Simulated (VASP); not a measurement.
# InAs (Fm-3m) in VASP: single point with LDA

Aim: the single point of InAs with LDA.

Everything below comes from runs of VASP 6.6.1. Logs are shortened: lines on timing, memory, paths and dates and some standing lists are left out, and cuts for length are marked.

### Step 1. The cell of the first run

The structure is cubic, space group Fm-3m (No. 225). The conventional cell has a = 5.755 Å, b = 5.755 Å, c = 5.755 Å, α = 90.00°, β = 90.00°, γ = 90.00°. Within 3.8 Å of In (site symmetry m-3m) lie 6 As at 2.88 Å. As (site symmetry m-3m) has 6 In at 2.88 Å within 3.8 Å.

### Step 2. Single point, LDA

The input, INCAR:

```
PREC = Accurate
ENCUT = 520
EDIFF = 1E-7
ISMEAR = 0
SIGMA = 0.15
LREAL = F
LASPH = T
NELM = 100
ALGO = Normal
ISIF = 2
LWAVE = F
LCHARG = F
NBANDS = 16
```

The input, KPOINTS:

```
regular mesh
0
Gamma
  14 14 14
```

The input, POSCAR:

```
InAs
1.0
    0.0000000000      2.8773040000      2.8773040000
    2.8773040000      0.0000000000      2.8773040000
    2.8773040000      2.8773040000      0.0000000000
In As
1 1
Direct
    0.5000000000      0.5000000000      0.5000000000
    0.0000000000      0.0000000000      0.0000000000
```

Potentials or basis: VASP PAW LDA potentials, release 64 (In_d, As).

Command:

```console
cat potpaw_LDA.64/In_d/POTCAR potpaw_LDA.64/As/POTCAR > POTCAR
mpirun -np 1 vasp_std > vasp.out
```

OUTCAR:

```text
PREC = Accurate
   ENCUT = 520
   EDIFF = 1E-7
   ISMEAR = 0
   LREAL = F
   LASPH = T
   NELM = 100
   ISIF = 2

 ion  position               nearest neighbor table
   1  0.500  0.500  0.500-   2 2.88   2 2.88   2 2.88   2 2.88   2 2.88   2 2.88
   2  0.000  0.000  0.000-   1 2.88   1 2.88   1 2.88   1 2.88   1 2.88   1 2.88

  LATTYP: Found a face centered cubic cell.
 ALAT       =     5.7546080000

  Lattice vectors:

 A1 = (   0.0000000000,   2.8773040000,   2.8773040000)
 A2 = (   2.8773040000,   0.0000000000,   2.8773040000)
 A3 = (   2.8773040000,   2.8773040000,   0.0000000000)

Analysis of symmetry for initial positions (statically):
=====================================================================
 Subroutine PRICEL returns:
 Original cell was already a primitive cell.

 Routine SETGRP: Setting up the symmetry group for a
 face centered cubic supercell.

 Subroutine GETGRP returns: Found 48 space group operations
 (whereof 48 operations were pure point group operations)
 out of a pool of 48 trial point group operations.

The static configuration has the point symmetry O_h .

Analysis of symmetry for dynamics (positions and initial velocities):
=====================================================================
 Subroutine PRICEL returns:
 Original cell was already a primitive cell.

 Routine SETGRP: Setting up the symmetry group for a
 face centered cubic supercell.

 Subroutine GETGRP returns: Found 48 space group operations
 (whereof 48 operations were pure point group operations)
 out of a pool of 48 trial point group operations.

The dynamic configuration has the point symmetry O_h .

 Subroutine INISYM returns: Found 48 space group operations
 (whereof 48 operations are pure point group operations),
 and found     1 'primitive' translations

----------------------------------------------------------------------------------------

                                     Primitive cell

  volume of cell :      47.6417

  direct lattice vectors                    reciprocal lattice vectors
     0.000000000  2.877304000  2.877304000    -0.173773783  0.173773783  0.173773783
     2.877304000  0.000000000  2.877304000     0.173773783 -0.173773783  0.173773783
     2.877304000  2.877304000  0.000000000     0.173773783  0.173773783 -0.173773783

  length of vectors
     4.069122340  4.069122340  4.069122340     0.300985021  0.300985021  0.300985021

  position of ions in fractional coordinates (direct lattice)
     0.500000000  0.500000000  0.500000000
     0.000000000  0.000000000  0.000000000

  ion indices of the primitive-cell ions
   primitive index   ion index
                 1           1
                 2           2

----------------------------------------------------------------------------------------

 KPOINTS: regular mesh

Automatic generation of k-mesh.
 Grid dimensions read from file:
 generate k-points for:   14   14   14

 Generating k-lattice:

  Cartesian coordinates                     Fractional coordinates (reciprocal lattice)
    -0.012412413  0.012412413  0.012412413     0.071428571  0.000000000  0.000000000
     0.012412413 -0.012412413  0.012412413     0.000000000  0.071428571  0.000000000
     0.012412413  0.012412413 -0.012412413     0.000000000  0.000000000  0.071428571

  Length of vectors
     0.021498930  0.021498930  0.021498930

  Shift w.r.t. Gamma in fractional coordinates (k-lattice)
     0.000000000  0.000000000  0.000000000

 Subroutine IBZKPT returns following result:
 ===========================================

 Found    104 irreducible k-points:

 Following reciprocal coordinates:
            Coordinates               Weight
  0.000000  0.000000  0.000000      1.000000
  0.071429  0.000000  0.000000      8.000000
  0.142857  0.000000  0.000000      8.000000
  0.214286  0.000000  0.000000      8.000000
  0.285714  0.000000  0.000000      8.000000
  0.357143  0.000000  0.000000      8.000000
[... 16 lines left out ...]
  0.214286  0.142857  0.000000     24.000000
  0.285714  0.142857  0.000000     24.000000
 [... further k-points ...]
   k-points           NKPTS =    104   k-points in BZ     NKDIM =    104   number of bands    NBANDS=     16
   number of dos      NEDOS =    301   number of ions     NIONS =      2
   total plane-waves  NPLWV =  27000
   dimension x,y,z NGX =    30 NGY =   30 NGZ =   30
   dimension x,y,z NGXF=    60 NGYF=   60 NGZF=   60
   ions per type =               1   1
   NGX,Y,Z   is equivalent  to a cutoff of  12.26, 12.26, 12.26 a.u.
   NGXF,Y,Z  is equivalent  to a cutoff of  24.51, 24.51, 24.51 a.u.
 SYSTEM =  unknown system
   PREC   = accura    normal or accurate (medium, high low for compatibility)
   ISTART =      0    job   : 0-new  1-cont  2-samecut
   ICHARG =      2    charge: 1-file 2-atom 10-const
   ISPIN  =      1    spin polarized calculation?
   LNONCOLLINEAR =      F non collinear calculations
   LSORBIT =      F    spin-orbit coupling
   LASPH  =      T    aspherical Exc in radial PAW
   ENCUT  =  520.0 eV  38.22 Ry    6.18 a.u.   7.57  7.57  7.57*2*pi/ulx,y,z
   NELM   =    100;   NELMIN=  2; NELMDL= -5     # of ELM steps
   EDIFF  = 0.1E-06   stopping-criterion for ELM
   LREAL  =      F    real-space projection
   EDIFFG = 0.1E-05   stopping-criterion for IOM
   NSW    =      0    number of steps for IOM
   IBRION =     -1    ionic relax: 0-MD 1-quasi-New 2-CG
   NFREE  =      0    steps in history (QN), initial steepest desc. (CG)
   ISIF   =      2    stress and relaxation
   ISYM   =      2    0-nonsym 1-usesym 2-fastsym
   POTIM  = 0.5000    time-step for ionic-motion
   TEBEG  =    0.0;   TEEND  =   0.0 temperature during run
   PSTRESS=    0.0 pullay stress
   NELECT =      18.0000    total number of electrons
   NUPDOWN=      -1.0000    fix difference up-down
   EMIN   =  10.00;   EMAX   =-10.00  energy-range for DOS
   EFERMI =   0.00;   METHOD = LEGACY
   ISMEAR =     0;   SIGMA  =   0.15  broadening in eV -4-tet -1-fermi 0-gaus
   EFERMI_NEDOS =   21; number of points for ismear=-14 and -15
   IALGO  =     38    algorithm
   IMIX   =      4    mixing-type and parameters
     AMIX     =   0.40;   BMIX     =  1.00
     AMIX_MAG =   1.60;   BMIX_MAG =  1.00
  volume/ion in A,a.u.               =      23.82       160.75
  Fermi-wavevector in a.u.,A,eV,Ry     =   1.183505  2.236499 19.057448  1.400683
  Thomas-Fermi vector in A             =   2.319738
   LORBIT       =      0    0 simple, 1 ext, 2 COOP (PROOUT), +10 PAW based schemes
   GGA     = CA    functional components
   LHFCALC =     F    Hartree Fock is set to
   AEXX    =    0.0000 exact exchange contribution
   IVDW    =     0    specifies the selected vdW correction
   LEPSILON=     F    determine dielectric tensor
   LRPA    =     F    only Hartree local field effects (RPA)
 non-spin polarized calculation
 Gauss-broadening in eV      SIGMA  =   0.15
  energy-cutoff  :      520.00
  volume of cell :       47.64
 maximum number of plane-waves:      1307
   NGX = 15   NGY = 15   NGZ = 15

 number of electron      18.0000002 magnetization

 Free energy of the ion-electron system (eV)
  ---------------------------------------------------
  ext. energy  EPLUGINS =         0.00000000
  ---------------------------------------------------
  free energy    TOTEN  =        -8.70913901 eV

  energy without entropy =       -8.69579911  energy(sigma->0) =       -8.70246906

 E-fermi :   5.7438     XC(G=0): -10.3367

 val. band max:        5.7395203181   @ k =   0.2857   0.0000   0.0000
 cond. band min:       5.7514653110   @ k =   0.3571   0.1429   0.0714
 fundamental gap:      0.0119449929
 Fermi energy:         5.7437895517

 k-point     1 :       0.0000    0.0000    0.0000
  band No.  band energies     occupation
      1      -8.4955      2.00000
      2      -8.4955      2.00000
      3      -8.4720      2.00000
      4      -8.4720      2.00000
      5      -8.4720      2.00000
      6      -6.3578      2.00000
[... 8 lines left out ...]
     15      13.1156      0.00000
     16      13.1156      0.00000

 k-point     2 :       0.0714    0.0000    0.0000
  band No.  band energies     occupation
      1      -8.4974      2.00000
      2      -8.4974      2.00000
      3      -8.4721      2.00000
      4      -8.4699      2.00000
      5      -8.4699      2.00000
      6      -6.3026      2.00000
[... 8 lines left out ...]
     15      13.2475      0.00000
     16      13.3006      0.00000

 k-point     3 :       0.1429    0.0000    0.0000
  band No.  band energies     occupation
      1      -8.5036      2.00000
      2      -8.5036      2.00000
      3      -8.4724      2.00000
      4      -8.4629      2.00000
      5      -8.4629      2.00000
      6      -6.1394      2.00000
[... 8 lines left out ...]
     15      13.6004      0.00000
     16      13.6004      0.00000

 k-point     4 :       0.2143    0.0000    0.0000
  band No.  band energies     occupation
      1      -8.5135      2.00000
      2      -8.5135      2.00000
      3      -8.4733      2.00000
      4      -8.4519      2.00000
      5      -8.4519      2.00000
      6      -5.8770      2.00000
[... 8 lines left out ...]
     15      14.1700      0.00000
     16      14.1700      0.00000
[... 324 lines left out ...]
 k-point    22 :       0.1429    0.1429    0.0000
  band No.  band energies     occupation
      1      -8.5267      2.00000
      2      -8.4892      2.00000
      3      -8.4791      2.00000
      4      -8.4583      2.00000
      5      -8.4583      2.00000
      6      -6.0563      2.00000
[... 8 lines left out ...]
     15      14.9221      0.00000
     16      14.9221      0.00000

 k-point    23 :       0.2143    0.1429    0.0000
  band No.  band energies     occupation
      1      -8.5452      2.00000
      2      -8.4902      2.00000
      3      -8.4812      2.00000
      4      -8.4514      2.00000
      5      -8.4488      2.00000
      6      -5.8519      2.00000
[... 8 lines left out ...]
     15      15.2678      0.00000
     16      15.3656      0.00000

 k-point    24 :       0.2857    0.1429    0.0000
  band No.  band energies     occupation
      1      -8.5629      2.00000
      2      -8.4974      2.00000
      3      -8.4806      2.00000
      4      -8.4446      2.00000
      5      -8.4360      2.00000
      6      -5.5554      2.00000
[... 8 lines left out ...]
     15      15.5753      0.00000
     16      15.9338      0.00000

 [... further k-points ...]

------------------------ aborting loop because EDIFF is reached ----------------------------------------

  FORCE on cell =-STRESS in cart. coord.  units (eV):
  Direction    XX          YY          ZZ          XY          YZ          ZX
  --------------------------------------------------------------------------------------
  -------------------------------------------------------------------------------------
  Total       -1.4995957     -1.4995957     -1.4995957      0.0000000      0.0000000     -0.0000000
  in kB      -50.4309939    -50.4309939    -50.4309939      0.0000000      0.0000000     -0.0000000
  external PRESSURE =     -50.4309939 kB  Pullay stress =       0.0000000 kB

 VOLUME and BASIS-vectors are now :
 -----------------------------------------------------------------------------
  energy-cutoff  :      520.00
  volume of cell :       47.64
      direct lattice vectors                 reciprocal lattice vectors
     0.000000000  2.877304000  2.877304000    -0.173773783  0.173773783  0.173773783
     2.877304000  0.000000000  2.877304000     0.173773783 -0.173773783  0.173773783
     2.877304000  2.877304000  0.000000000     0.173773783  0.173773783 -0.173773783

 POSITION                                       TOTAL-FORCE (eV/Angst)
 -----------------------------------------------------------------------------------
      2.87730      2.87730      2.87730         0.000000      0.000000     -0.000000
      0.00000      0.00000      0.00000        -0.000000     -0.000000      0.000000
 -----------------------------------------------------------------------------------
    total drift:                                0.000000      0.000000      0.000000

  FREE ENERGIE OF THE ION-ELECTRON SYSTEM (eV)
  ---------------------------------------------------
  free  energy   TOTEN  =        -8.7091390141 eV

  energy  without entropy=       -8.6957991099  energy(sigma->0) =       -8.70246906
```

Wall time 2 min (1 thread of AMD EPYC 7R43 (Zen 3), shared host); peak memory 0.17 GiB.

Results:

| Property | Result |
| --- | --- |
| Free energy | -8.7091 eV |
| Pressure | -5.0 GPa |
| Band gap on the k mesh | zero (band 9 reaches 6.15 eV, above the bottom of band 10 at 3.53 eV) |

Levels at points of the mesh, in eV from the Fermi level:
| k point | band 5 | band 6 | band 7 | band 8 | band 9 | band 10 | band 11 | band 12 | band 13 | band 14 |
| --- | --- | --- | --- | --- | --- | --- | --- | --- | --- | --- |
| (0.00, 0.00, 0.00) | -14.22 | -12.10 | -0.81 | -0.18 | -0.18 | -0.18 | 7.24 | 7.24 | 7.24 | 7.37 |
| (0.50, 0.00, 0.00) | -14.16 | -10.43 | -6.54 | 0.22 | 0.22 | 2.07 | 3.23 | 3.23 | 4.31 | 10.59 |
| (0.50, 0.50, 0.00) | -14.14 | -9.56 | -4.68 | -3.05 | -2.21 | -2.21 | 3.92 | 9.06 | 9.06 | 9.90 |

Caveat: spin-orbit coupling is left out, which moves the levels of the heavy elements.
